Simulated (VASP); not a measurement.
# Sn (Immm) in VASP: settings compared

Sn is run at these levels: PBE, PBEsol-based screened hybrid with 25 % exact exchange, PBE0; tasks: single point.

Everything below comes from runs of VASP 6.6.1. Logs are shortened: lines on timing, memory, paths and dates and some standing lists are left out, and cuts for length are marked.

## Step 1: The cell of the first run

The structure is orthorhombic, space group Immm (No. 71). The conventional cell has a = 3.453 Å, b = 3.551 Å, c = 4.677 Å, α = 90.00°, β = 90.00°, γ = 90.00°. Sn (site symmetry mmm) has 14 Sn at 3.41 to 4.68 Å within 4.7 Å.

## Step 2: Single point, PBE

Contents of INCAR:

```
PREC = Accurate ; ENCUT = 500
EDIFF = 1E-6 ; ISMEAR = -5
SIGMA = 0.05 ; LREAL = F
LASPH = T ; NELM = 120
ALGO = Normal ; ISIF = 2
LWAVE = F ; LCHARG = F
GGA = PE ; NBANDS = 13
GGA_COMPAT = F
```

Contents of KPOINTS:

```
Automatic mesh
0
Gamma
  11 11 11
```

Contents of POSCAR:

```
Sn
1.0
   -1.7265390000      1.7755470000      2.3383420000
    1.7265390000     -1.7755470000      2.3383420000
    1.7265390000      1.7755470000     -2.3383420000
Sn
1
Direct
    0.0000000000      0.0000000000      0.0000000000
```

Potentials or basis: VASP PAW PBE potentials, release 64 (Sn_d).

The run is started by

```bash
$ cat potpaw_PBE.64/Sn_d/POTCAR > POTCAR
$ mpirun -np 1 vasp_std > vasp.out
```

OUTCAR:

```text
PREC = Accurate
   ENCUT = 500
   EDIFF = 1E-6
   ISMEAR = -5
   LREAL = F
   LASPH = T
   NELM = 120
   ISIF = 2
   GGA = PE

 ion  position               nearest neighbor table
   1  0.000  0.000  0.000-

  LATTYP: Found a body centered orthorhombic cell.
 ALAT       =     3.4530780000
 B/A-ratio  =     1.0283851103
 C/A-ratio  =     1.3543522620

  Lattice vectors:

 A1 = (  -1.7265390000,   1.7755470000,   2.3383420000)
 A2 = (   1.7265390000,  -1.7755470000,   2.3383420000)
 A3 = (   1.7265390000,   1.7755470000,  -2.3383420000)

Analysis of symmetry for initial positions (statically):
=====================================================================
 Subroutine PRICEL returns:
 Original cell was already a primitive cell.

 Routine SETGRP: Setting up the symmetry group for a
 body centered orthorhombic supercell.

 Subroutine GETGRP returns: Found  8 space group operations
 (whereof  8 operations were pure point group operations)
 out of a pool of  8 trial point group operations.

The static configuration has the point symmetry D_2h.

Analysis of symmetry for dynamics (positions and initial velocities):
=====================================================================
 Subroutine PRICEL returns:
 Original cell was already a primitive cell.

 Routine SETGRP: Setting up the symmetry group for a
 body centered orthorhombic supercell.

 Subroutine GETGRP returns: Found  8 space group operations
 (whereof  8 operations were pure point group operations)
 out of a pool of  8 trial point group operations.

The dynamic configuration has the point symmetry D_2h.

 Subroutine INISYM returns: Found  8 space group operations
 (whereof  8 operations are pure point group operations),
 and found     1 'primitive' translations

----------------------------------------------------------------------------------------

                                     Primitive cell

  volume of cell :      28.6732

  direct lattice vectors                    reciprocal lattice vectors
    -1.726539000  1.775547000  2.338342000     0.000000000  0.281603359  0.213826720
     1.726539000 -1.775547000  2.338342000     0.289596702  0.000000000  0.213826720
     1.726539000  1.775547000 -2.338342000     0.289596702  0.281603359  0.000000000

  length of vectors
     3.406075069  3.406075069  3.406075069     0.353584952  0.359983494  0.403938983

  position of ions in fractional coordinates (direct lattice)
     0.000000000  0.000000000  0.000000000

  ion indices of the primitive-cell ions
[... 86 lines left out ...]
   PSTRESS=    0.0 pullay stress
   NELECT =      14.0000    total number of electrons
   NUPDOWN=      -1.0000    fix difference up-down
   EMIN   =  10.00;   EMAX   =-10.00  energy-range for DOS
   EFERMI =   0.00;   METHOD = LEGACY
   ISMEAR =    -5;   SIGMA  =   0.05  broadening in eV -4-tet -1-fermi 0-gaus
   EFERMI_NEDOS =   21; number of points for ismear=-14 and -15
   IALGO  =     38    algorithm
   IMIX   =      4    mixing-type and parameters
     AMIX     =   0.40;   BMIX     =  1.00
     AMIX_MAG =   1.60;   BMIX_MAG =  1.00
  volume/ion in A,a.u.               =      28.67       193.50
  Fermi-wavevector in a.u.,A,eV,Ry     =   1.289116  2.436076 22.610433  1.661820
  Thomas-Fermi vector in A             =   2.421028
   LORBIT       =      0    0 simple, 1 ext, 2 COOP (PROOUT), +10 PAW based schemes
   GGA     = PE    functional components
   LHFCALC =     F    Hartree Fock is set to
   AEXX    =    0.0000 exact exchange contribution
   IVDW    =     0    specifies the selected vdW correction
   LEPSILON=     F    determine dielectric tensor
   LRPA    =     F    only Hartree local field effects (RPA)
 non-spin polarized calculation
 Fermi weights with tetrahedron method with Bloechl corrections
  energy-cutoff  :      500.00
  volume of cell :       28.67
 maximum number of plane-waves:       744
 NGX is ok and might be reduce to    28
   NGX = 13   NGY = 13   NGZ = 13

 number of electron      13.9999998 magnetization

 Free energy of the ion-electron system (eV)
  ---------------------------------------------------
  ext. energy  EPLUGINS =         0.00000000
  ---------------------------------------------------
  free energy    TOTEN  =        -3.78283888 eV

  energy without entropy =       -3.78283888  energy(sigma->0) =       -3.78283888

 E-fermi :   7.5630     XC(G=0): -10.1134

 val. band max:        7.8407449622   @ k =   0.2727  -0.2727   0.1818
 cond. band min:       7.1985046343   @ k =   0.2727  -0.2727   0.2727
 fundamental gap:     -0.6422403279
 Fermi energy:         7.5629826848

 k-point     1 :       0.0000    0.0000    0.0000
  band No.  band energies     occupation
      1     -14.0446      2.00000
      2     -14.0308      2.00000
      3     -14.0089      2.00000
      4     -13.9800      2.00000
      5     -13.9474      2.00000
      6      -3.2485      2.00000
      7      14.5453      0.00000
      8      14.6864      0.00000
      9      15.0935      0.00000
     10      18.1250      0.00000
     11      18.6359      0.00000
     12      19.1470      0.00000
     13      19.3038      0.00000
[... 354 lines left out ...]
  band No.  band energies     occupation
      1     -14.0445      2.00000
      2     -14.0045      2.00000
      3     -13.9784      2.00000
      4     -13.9387      2.00000
      5     -13.9006      2.00000
      6       0.1313      2.00000
      7       5.2469      2.02460
      8       9.9848     -0.00439
      9      11.6688      0.00000
     10      14.8939      0.00000
     11      19.9242      0.00000
     12      20.9650      0.00000
     13      22.3526      0.00000

 [... further k-points ...]

------------------------ aborting loop because EDIFF is reached ----------------------------------------

  FORCE on cell =-STRESS in cart. coord.  units (eV):
  Direction    XX          YY          ZZ          XY          YZ          ZX
  --------------------------------------------------------------------------------------
  -------------------------------------------------------------------------------------
  Total       -0.1249578     -0.2431700     -0.1068006      0.0000000      0.0000000      0.0000000
  in kB       -6.9822837    -13.5876407     -5.9677106      0.0000000      0.0000000      0.0000000
  external PRESSURE =      -8.8458783 kB  Pullay stress =       0.0000000 kB

 VOLUME and BASIS-vectors are now :
 -----------------------------------------------------------------------------
  energy-cutoff  :      500.00
  volume of cell :       28.67
      direct lattice vectors                 reciprocal lattice vectors
    -1.726539000  1.775547000  2.338342000     0.000000000  0.281603359  0.213826720
     1.726539000 -1.775547000  2.338342000     0.289596702  0.000000000  0.213826720
     1.726539000  1.775547000 -2.338342000     0.289596702  0.281603359  0.000000000

 POSITION                                       TOTAL-FORCE (eV/Angst)
 -----------------------------------------------------------------------------------
      0.00000      0.00000      0.00000         0.000000      0.000000      0.000000
 -----------------------------------------------------------------------------------
    total drift:                                0.000000     -0.000000     -0.000000

  FREE ENERGIE OF THE ION-ELECTRON SYSTEM (eV)
  ---------------------------------------------------
  free  energy   TOTEN  =        -3.7828388803 eV

  energy  without entropy=       -3.7828388803  energy(sigma->0) =       -3.78283888
```

OSZICAR:

```text
N       E                     dE             d eps       ncg     rms          rms(c)
DAV:   1     0.800629049363E+02    0.80063E+02   -0.70022E+03  5791   0.155E+03
DAV:   2     0.192767168070E+01   -0.78135E+02   -0.75776E+02  5941   0.336E+02
DAV:   3    -0.367523968103E+01   -0.56029E+01   -0.55860E+01  6639   0.733E+01
DAV:   4    -0.378960890638E+01   -0.11437E+00   -0.11439E+00  6912   0.113E+01
DAV:   5    -0.379355348908E+01   -0.39446E-02   -0.39458E-02  7336   0.204E+00    0.118E+00
DAV:   6    -0.378555525161E+01    0.79982E-02   -0.88965E-03  7363   0.156E+00    0.655E-01
DAV:   7    -0.378290478682E+01    0.26505E-02   -0.58735E-03  7221   0.122E+00    0.868E-02
DAV:   8    -0.378283889176E+01    0.65895E-04   -0.62150E-04  6961   0.418E-01    0.216E-02
DAV:   9    -0.378283700343E+01    0.18883E-05   -0.10969E-05  7572   0.419E-02    0.145E-02
DAV:  10    -0.378283841678E+01   -0.14134E-05   -0.25701E-06  7071   0.202E-02    0.105E-03
DAV:  11    -0.378283888026E+01   -0.46348E-06   -0.10903E-07  3913   0.533E-03
   1 F= -.37828389E+01 E0= -.37828389E+01  d E =0.000000E+00
```

Wall time 40 s (1 thread of Intel Xeon Platinum 8488C (Sapphire Rapids), shared host); peak memory 0.21 GiB.

Results:

```
Free energy            : -3.7828 eV
Pressure               : -0.9 GPa
Band gap on the k mesh : zero (bands 7 and 8 overlap by 8.80 eV)
```

Caveat: spin-orbit coupling is left out, which moves the levels of the heavy elements; tetrahedron occupations give inexact forces and stress in metals.

## Step 3: Single point, PBEsol-based screened hybrid with 25 % exact exchange

POSCAR is that of step 2.

Contents of INCAR.step1:

```
SYSTEM = Sn
PREC = Accurate
ENCUT = 400
EDIFF = 1E-5
ISMEAR = -1
SIGMA = 0.05
LREAL = .FALSE.
LASPH = .TRUE.
NELM = 120
ALGO = Normal
ISIF = 2
LWAVE = .TRUE.
LCHARG = .FALSE.
NBANDS = 13
GGA = PE
GGA_COMPAT = .FALSE.
```

Contents of INCAR.step2:

```
SYSTEM = Sn
PREC = Accurate
ENCUT = 400
EDIFF = 1E-6
ISMEAR = -1
SIGMA = 0.05
LREAL = .FALSE.
LASPH = .TRUE.
NELM = 120
ALGO = Normal
ISIF = 2
LWAVE = .FALSE.
LCHARG = .FALSE.
GGA = PS
LHFCALC = .TRUE.
AEXX = 0.25
HFSCREEN = 0.207
PRECFOCK = Normal
NBANDS = 13
ISTART = 1
GGA_COMPAT = .FALSE.
```

Contents of KPOINTS:

```
Automatic mesh
0
G
  6 6 6
  0 0 0
```

Potentials or basis: VASP PAW PBE potentials, release 64 (Sn_d).

The run is started by

```bash
$ cat potpaw_PBE.64/Sn_d/POTCAR > POTCAR
$ cp INCAR.step1 INCAR
$ mpirun -np 1 vasp_std > vasp.out
$ cp INCAR.step2 INCAR
$ mpirun -np 1 vasp_std > vasp.out
```

OUTCAR:

```text
SYSTEM = Sn
   PREC = Accurate
   ENCUT = 400
   EDIFF = 1E-6
   ISMEAR = -1
   LREAL = .FALSE.
   LASPH = .TRUE.
   NELM = 120
   ISIF = 2
   GGA = PS
   LHFCALC = .TRUE.
   AEXX = 0.25
   HFSCREEN = 0.207
   PRECFOCK = Normal
   ISTART = 1

 ion  position               nearest neighbor table
   1  0.000  0.000  0.000-

  LATTYP: Found a body centered orthorhombic cell.
 ALAT       =     3.4530780000
 B/A-ratio  =     1.0283851103
 C/A-ratio  =     1.3543522620

  Lattice vectors:

[... 573 lines left out ...]
     13      23.6389      0.00000

 [... further k-points ...]

------------------------ aborting loop because EDIFF is reached ----------------------------------------

  FORCE on cell =-STRESS in cart. coord.  units (eV):
  Direction    XX          YY          ZZ          XY          YZ          ZX
  --------------------------------------------------------------------------------------
  -------------------------------------------------------------------------------------
  Total       -0.8607785     -0.0204851     -0.7707692      0.0000000      0.0000000      0.0000000
  in kB      -48.0978190     -1.1446462    -43.0683615      0.0000000      0.0000000      0.0000000
  external PRESSURE =     -30.7702756 kB  Pullay stress =       0.0000000 kB

 VOLUME and BASIS-vectors are now :
 -----------------------------------------------------------------------------
  energy-cutoff  :      400.00
  volume of cell :       28.67
      direct lattice vectors                 reciprocal lattice vectors
    -1.726539000  1.775547000  2.338342000     0.000000000  0.281603359  0.213826720
     1.726539000 -1.775547000  2.338342000     0.289596702  0.000000000  0.213826720
     1.726539000  1.775547000 -2.338342000     0.289596702  0.281603359  0.000000000

 POSITION                                       TOTAL-FORCE (eV/Angst)
 -----------------------------------------------------------------------------------
      0.00000      0.00000      0.00000        -0.000000      0.000000      0.000000
 -----------------------------------------------------------------------------------
    total drift:                               -0.000000     -0.000002      0.000002

  FREE ENERGIE OF THE ION-ELECTRON SYSTEM (eV)
  ---------------------------------------------------
  free  energy   TOTEN  =        -4.5047764291 eV

  energy  without entropy=       -4.4936965035  energy(sigma->0) =       -4.49923647
```

Wall time 62 min (1 thread of AMD EPYC 7R43 (Zen 3), shared host); peak memory 0.21 GiB.

What came out:

| Item | Value |
| --- | --- |
| Free energy | -4.5048 eV |
| Pressure | -3.1 GPa |
| Band gap on the k mesh | zero (bands 7 and 8 overlap by 9.97 eV) |

Caveat: the k points lie up to 0.38 Å⁻¹ apart, too coarse for converged energies and pressures of a metal; the PAW data sets were made with another functional, which shifts forces and pressure a little; spin-orbit coupling is left out, which moves the levels of the heavy elements.

## Step 4: Single point, PBE0

This run uses another cell than the first one, of 28.10 Å³/atom.

Contents of POSCAR:

```
Sn
1.0
   -1.7149511408      1.7636302181      2.3226479567
    1.7149511408     -1.7636302181      2.3226479567
    1.7149511408      1.7636302181     -2.3226479567
Sn
1
Direct
    0.0000000000      0.0000000000      0.0000000000
```

Contents of INCAR.step1:

```
PREC = Accurate
ENCUT = 520
EDIFF = 1E-5
ISMEAR = -1
SIGMA = 0.05
LREAL = F
LASPH = T
NELM = 80
ALGO = Normal
ISIF = 2
LWAVE = T
GGA = PE
NBANDS = 13
```

Contents of INCAR.step2:

```
PREC = Accurate
ENCUT = 520
EDIFF = 1E-7
ISMEAR = -1
SIGMA = 0.05
LREAL = F
LASPH = T
NELM = 80
ALGO = Normal
ISIF = 2
LWAVE = F
LCHARG = T
GGA = PE
LHFCALC = T
AEXX = 0.25
PRECFOCK = Normal
LELF = T
LVHAR = T
ISTART = 1
NBANDS = 13
```

Contents of KPOINTS:

```
Automatic mesh
0
Gamma
  6 6 6
```

The run is started by

```bash
$ cat potpaw_PBE.64/Sn_d/POTCAR > POTCAR
$ cp INCAR.step1 INCAR
$ mpirun -np 1 vasp_std > vasp.out
$ cp INCAR.step2 INCAR
$ mpirun -np 1 vasp_std > vasp.out
```

Run time: 82 min. Hardware: 1 thread of Intel Xeon 8259CL, shared host; peak memory 0.18 GiB.

Results (log left out):

```
Free energy            : -4.7108 eV
Pressure               : -1.0 GPa
Band gap on the k mesh : zero (bands 7 and 8 overlap by 10.94 eV)
```

Stress tensor (GPa, compression positive):
```
-5.11  0.00  0.00
 0.00  4.66  0.00
 0.00  0.00 -2.51
```

Levels at points of the mesh, in eV from the Fermi level:
```
           k point  band 5  band 6  band 7  band 8  band 9  band 10
(0.00, 0.00, 0.00)  -24.48  -12.99    8.12    8.28    8.76    11.50
(0.50, 0.00, 0.00)  -24.42   -8.38   -5.85    6.16    6.98    10.67
(0.00, 0.50, 0.00)  -24.43   -8.06   -5.74    5.65    6.62    10.12
(0.50, 0.50, 0.00)  -24.40   -6.41   -4.85    2.43    2.90     6.10
(0.50, 0.50, 0.50)  -24.41   -5.42   -4.23    1.46    2.30     5.07
```

Caveat: the k points lie up to 0.38 Å⁻¹ apart, too coarse for converged energies and pressures of a metal; the PAW data sets were made with another functional, which shifts forces and pressure a little; spin-orbit coupling is left out, which moves the levels of the heavy elements.

## Step 5: Summary

| level | cell | k mesh | cutoff (eV) | smearing | grid for exact exchange (PRECFOCK) | share of exact exchange | screening parameter | gap on the mesh (eV) | pressure (GPa) |
| --- | --- | --- | --- | --- | --- | --- | --- | --- | --- |
| PBE | a = 3.406 Å, angles 119.1, 117.2, 93.3°, 1 atom | 11 × 11 × 11 | 500 | tetrahedron | - | - | - | none | -0.9 |
| PBEsol-based screened hybrid with 25 % exact exchange | a = 3.406 Å, angles 119.1, 117.2, 93.3°, 1 atom | 6 × 6 × 6 | 400 | fermi-dirac 0.05 eV | Normal | 0.25 | 0.207 1/Å | none | -3.1 |
| PBE0 | a = 3.383 Å, angles 119.1, 117.2, 93.3°, 1 atom | 6 × 6 × 6 | 520 | fermi-dirac 0.05 eV | Normal | 0.25 | - | none | -1.0 |

Alike in all rows: task single point; potentials or basis VASP PAW PBE potentials, release 64 (Sn_d); no spin polarisation.

Caveats: some runs use coarse meshes; spin-orbit coupling is left out, which moves the levels of the heavy elements; the PAW data sets were made with another functional, which shifts forces and pressure a little (at least some runs); tetrahedron occupations give inexact forces and stress in metals (at least some runs).

Total energies depend on the potentials used, so only differences within one code and one set of settings carry meaning.
